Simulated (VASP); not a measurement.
# H2C7 in VASP: single point with LDA

Aim: the single point of H2C7 with LDA.

All numbers are computed with VASP 6.6.1; they aren't measurements. Logs are shortened: lines on timing, memory, paths and dates and some standing lists are left out, and cuts for length are marked.

## Step 1: The cell of the first run

The cell holds a slab with vacuum, 36 atoms: a = 4.995 Å, b = 4.995 Å, c = 18.800 Å, α = 90.00°, β = 90.00°, γ = 90.00°.

## Step 2: Single point, LDA

The input, INCAR:

```
PREC = Accurate
ENCUT = 520
EDIFF = 1E-6
ISMEAR = 0
SIGMA = 0.05
LREAL = Auto
LASPH = T
NELM = 80
ALGO = Normal
ISIF = 2
LWAVE = F
LCHARG = F
LDIPOL = T
IDIPOL = 3
DIPOL = 0.5 0.5 0.345
NBANDS = 84
```

The input, KPOINTS:

```
Automatic mesh
0
Gamma
  5 5 1
```

The input, POSCAR:

```
H2C7
1.0
    4.9946309939      0.0000000000      0.0000000000
    0.0000000000      4.9946309939      0.0000000000
    0.0000000000      0.0000000000     18.8000119722
C H
28 8
Direct
    0.5000000000      0.5000000000      0.2474682362
    0.5000000000      0.0000000000      0.2474682362
    0.0000000000      0.5000000000      0.2474682362
    0.0000000000      0.0000000000      0.2474682362
    0.7500000000      0.5000000000      0.2944328000
    0.7500000000      0.0000000000      0.2944328000
    0.2500000000      0.5000000000      0.2944328000
    0.2500000000      0.0000000000      0.2944328000
    0.7500000000      0.7500000000      0.3413973638
    0.7500000000      0.2500000000      0.3413973638
    0.2500000000      0.7500000000      0.3413973638
    0.2500000000      0.2500000000      0.3413973638
   -0.0025016531      0.7500000000      0.3903671470
   -0.0018445747      0.2500000000      0.3906272593
    0.5007867895      0.7500000000      0.3826520551
    0.5013606233      0.2500000000      0.3829096814
   -0.0033136301     -0.0011753201      0.4391135818
   -0.0033136301      0.5011753201      0.4391135818
    0.5031286668     -0.0022655381      0.4253429832
    0.5031286668      0.5022655381      0.4253429832
    0.2632935426     -0.0027097386      0.4784961644
    0.2632935426      0.5027097386      0.4784961644
    0.7302482799     -0.0006500159      0.4814835113
    0.7302482799      0.5006500159      0.4814835113
    0.3638073530      0.2500000000      0.5051379232
    0.3617293437      0.7500000000      0.5129038757
    0.6339630541      0.2500000000      0.5165527111
    0.6348244192      0.7500000000      0.5176245099
    0.5000000000      0.6422371450      0.2068557463
    0.5000000000      0.3577628550      0.2068557463
    0.5000000000      0.1422371450      0.2068557463
    0.5000000000     -0.1422371450      0.2068557463
    0.0000000000      0.3578221913      0.2067996000
    0.0000000000      0.6421778087      0.2067996000
    0.0000000000     -0.1421778087      0.2067996000
    0.0000000000      0.1421778087      0.2067996000
```

Potentials or basis: VASP PAW LDA potentials, release 64 (C, H).

Started as:

```console
cat potpaw_LDA.64/C/POTCAR potpaw_LDA.64/H/POTCAR > POTCAR
mpirun -np 1 vasp_std > vasp.out
```

OUTCAR:

```text
PREC = Accurate
   ENCUT = 520
   EDIFF = 1E-6
   ISMEAR = 0
   LREAL = Auto
   LASPH = T
   NELM = 80
   ISIF = 2

 ion  position               nearest neighbor table
   1  0.500  0.500  0.247-  29 1.04  30 1.04   5 1.53   7 1.53
   2  0.500  0.000  0.247-  31 1.04  32 1.04   6 1.53   8 1.53
   3  0.000  0.500  0.247-  33 1.04  34 1.04   5 1.53   7 1.53
   4  0.000  0.000  0.247-  35 1.04  36 1.04   6 1.53   8 1.53
   5  0.750  0.500  0.294-   9 1.53  10 1.53   1 1.53   3 1.53
   6  0.750  0.000  0.294-   9 1.53  10 1.53   2 1.53   4 1.53
[... 16 lines left out ...]
  23  0.730  0.999  0.481-  27 1.49  28 1.50  19 1.55  17 1.55
  24  0.730  0.501  0.481-  27 1.49  28 1.50  20 1.55  18 1.55
  25  0.364  0.250  0.505-  27 1.37  22 1.45  21 1.45
  26  0.362  0.750  0.513-  28 1.37  22 1.48  21 1.48
  27  0.634  0.250  0.517-  25 1.37  24 1.49  23 1.49
  28  0.635  0.750  0.518-  26 1.37  24 1.50  23 1.50
  29  0.500  0.642  0.207-   1 1.04
  30  0.500  0.358  0.207-   1 1.04
  31  0.500  0.142  0.207-   2 1.04
  32  0.500  0.858  0.207-   2 1.04
  33  0.000  0.358  0.207-   3 1.04
  34  0.000  0.642  0.207-   3 1.04
  35  0.000  0.858  0.207-   4 1.04
  36  0.000  0.142  0.207-   4 1.04

  LATTYP: Found a simple tetragonal cell.
 ALAT       =     4.9946309939
 C/A-ratio  =     3.7640442297

  Lattice vectors:

 A1 = (   4.9946309939,   0.0000000000,   0.0000000000)
 A2 = (   0.0000000000,   4.9946309939,   0.0000000000)
 A3 = (   0.0000000000,   0.0000000000,  18.8000119722)

Analysis of symmetry for initial positions (statically):
=====================================================================
 Subroutine PRICEL returns:
 Original cell was already a primitive cell.

 Routine SETGRP: Setting up the symmetry group for a
 simple tetragonal supercell.

 Subroutine GETGRP returns: Found  2 space group operations
 (whereof  1 operations were pure point group operations)
 out of a pool of 16 trial point group operations.

The static configuration has the point symmetry C_1 .
 The point group associated with its full space group is C_1h.

Analysis of symmetry for dynamics (positions and initial velocities):
=====================================================================
 Subroutine PRICEL returns:
 Original cell was already a primitive cell.

 Routine SETGRP: Setting up the symmetry group for a
 simple tetragonal supercell.

 Subroutine GETGRP returns: Found  2 space group operations
[... 166 lines left out ...]
   PSTRESS=    0.0 pullay stress
   NELECT =     120.0000    total number of electrons
   NUPDOWN=      -1.0000    fix difference up-down
   EMIN   =  10.00;   EMAX   =-10.00  energy-range for DOS
   EFERMI =   0.00;   METHOD = LEGACY
   ISMEAR =     0;   SIGMA  =   0.05  broadening in eV -4-tet -1-fermi 0-gaus
   EFERMI_NEDOS =   21; number of points for ismear=-14 and -15
   IALGO  =     38    algorithm
   IMIX   =      4    mixing-type and parameters
     AMIX     =   0.40;   BMIX     =  1.00
     AMIX_MAG =   1.60;   BMIX_MAG =  1.00
  volume/ion in A,a.u.               =      13.03        87.91
  Fermi-wavevector in a.u.,A,eV,Ry     =   1.039314  1.964019 14.696664  1.080174
  Thomas-Fermi vector in A             =   2.173839
   LORBIT       =      0    0 simple, 1 ext, 2 COOP (PROOUT), +10 PAW based schemes
   GGA     = CA    functional components
   LHFCALC =     F    Hartree Fock is set to
   AEXX    =    0.0000 exact exchange contribution
   IVDW    =     0    specifies the selected vdW correction
   LEPSILON=     F    determine dielectric tensor
   LRPA    =     F    only Hartree local field effects (RPA)
 non-spin polarized calculation
 Gauss-broadening in eV      SIGMA  =   0.05
  energy-cutoff  :      520.00
  volume of cell :      468.99
 maximum number of plane-waves:     12689
 NGX is ok and might be reduce to    40
   NGX = 19   NGY = 19   NGZ = 69

 dipolmoment           0.000000      0.000000     -0.000233 electrons x Angstroem

 number of electron     120.0000013 magnetization

 dipolmoment           0.000000      0.000000      0.532306 electrons x Angstroem

 Free energy of the ion-electron system (eV)
  ---------------------------------------------------
  ext. energy  EPLUGINS =         0.00000000
  ---------------------------------------------------
  free energy    TOTEN  =      -294.94295963 eV

  energy without entropy =     -294.94295963  energy(sigma->0) =     -294.94295963

 E-fermi :   1.5560     XC(G=0):  -5.8424

 val. band max:        1.2447892055   @ k =   0.0000   0.0000   0.0000
 cond. band min:       2.4583264151   @ k =   0.0000   0.0000   0.0000
 fundamental gap:      1.2135372096
 Fermi energy:         1.5560373620

 k-point     1 :       0.0000    0.0000    0.0000
  band No.  band energies     occupation
      1     -20.8637      2.00000
      2     -19.1444      2.00000
      3     -16.7369      2.00000
      4     -16.3710      2.00000
      5     -16.3346      2.00000
      6     -16.0286      2.00000
[... 664 lines left out ...]
     71       6.8324      0.00000
     72       6.9159      0.00000
 [bands above 72 left out]

------------------------ aborting loop because EDIFF is reached ----------------------------------------

 vacuum level on the upper side and lower side of the slab       (xc-potential included)         1.723        -2.015

  FORCE on cell =-STRESS in cart. coord.  units (eV):
  Direction    XX          YY          ZZ          XY          YZ          ZX
  --------------------------------------------------------------------------------------
  -------------------------------------------------------------------------------------
  Total       -0.7951462     77.0134617     14.1320730      0.0000000      0.0000000      0.0234642
  in kB       -2.7163932    263.0948131     48.2782492      0.0000000      0.0000000      0.0801589
  external PRESSURE =     102.8855564 kB  Pullay stress =       0.0000000 kB

 VOLUME and BASIS-vectors are now :
 -----------------------------------------------------------------------------
  energy-cutoff  :      520.00
  volume of cell :      468.99
      direct lattice vectors                 reciprocal lattice vectors
     4.994630994  0.000000000  0.000000000     0.200214991  0.000000000  0.000000000
     0.000000000  4.994630994  0.000000000     0.000000000  0.200214991  0.000000000
     0.000000000  0.000000000 18.800011972     0.000000000  0.000000000  0.053191455

 POSITION                                       TOTAL-FORCE (eV/Angst)
 -----------------------------------------------------------------------------------
      2.49732      2.49732      4.65241         0.011719     -0.005298      1.993310
      2.49732      0.00000      4.65241         0.011719      0.005298      1.993310
      0.00000      2.49732      4.65241        -0.011523     -0.003693      1.808660
      0.00000      0.00000      4.65241        -0.011523      0.003693      1.808660
      3.74597      2.49732      5.53534         0.711349     -0.000458     -2.134179
      3.74597      0.00000      5.53534         0.711349      0.000458     -2.134179
[... 28 lines left out ...]
      0.00000      4.28451      3.88783         0.002782     -0.035084     -0.038281
      0.00000      0.71013      3.88783         0.001449      0.034427     -0.038882
 -----------------------------------------------------------------------------------
    total drift:                                0.005983      0.000000     -0.024965

  FREE ENERGIE OF THE ION-ELECTRON SYSTEM (eV)
  ---------------------------------------------------
  free  energy   TOTEN  =      -294.9429596345 eV

  energy  without entropy=     -294.9429596345  energy(sigma->0) =     -294.94295963

 vacuum level on the upper side and lower side of the slab         6.851         3.007
```

Wall time 16 min (1 thread of Intel Xeon 6975P-C, shared host); peak memory 0.51 GiB.

Results:

| Quantity | Value |
| --- | --- |
| Free energy | -294.9430 eV |
| Largest force | 4.411 eV/Å |
| Band gap on the k mesh | 1.21 eV |

Forces on the atoms (eV/Å):
```
C    0.012 -0.005  1.993
C    0.012  0.005  1.993
C   -0.012 -0.004  1.809
C   -0.012  0.004  1.809
C    0.711  0.000 -2.134
C    0.711  0.000 -2.134
C   -0.708  0.002 -2.047
C   -0.708 -0.002 -2.047
C    1.012  0.000 -1.584
C    1.025  0.000 -1.429
C   -1.093  0.000 -1.241
C   -0.958  0.000 -1.065
C    0.001  0.000 -0.002
C   -0.002  0.000  0.002
C    0.005  0.000 -0.001
C    0.002  0.000 -0.004
C   -0.004 -0.005  0.018
C   -0.004  0.005  0.018
C   -0.002 -0.001 -0.007
C   -0.002  0.001 -0.007
C   -0.044 -0.004  0.012
C   -0.044  0.004  0.012
C    0.057 -0.003  0.008
C    0.057  0.003  0.008
C   -0.041  0.000  4.411
C   -0.056  0.000  1.755
C    0.041  0.000  0.080
C    0.045  0.000  0.061
H   -0.002  0.031 -0.033
H   -0.003 -0.031 -0.034
H   -0.003  0.031 -0.034
H   -0.002 -0.031 -0.033
H    0.001 -0.034 -0.039
H    0.003  0.035 -0.038
H    0.003 -0.035 -0.038
H    0.001  0.034 -0.039
```
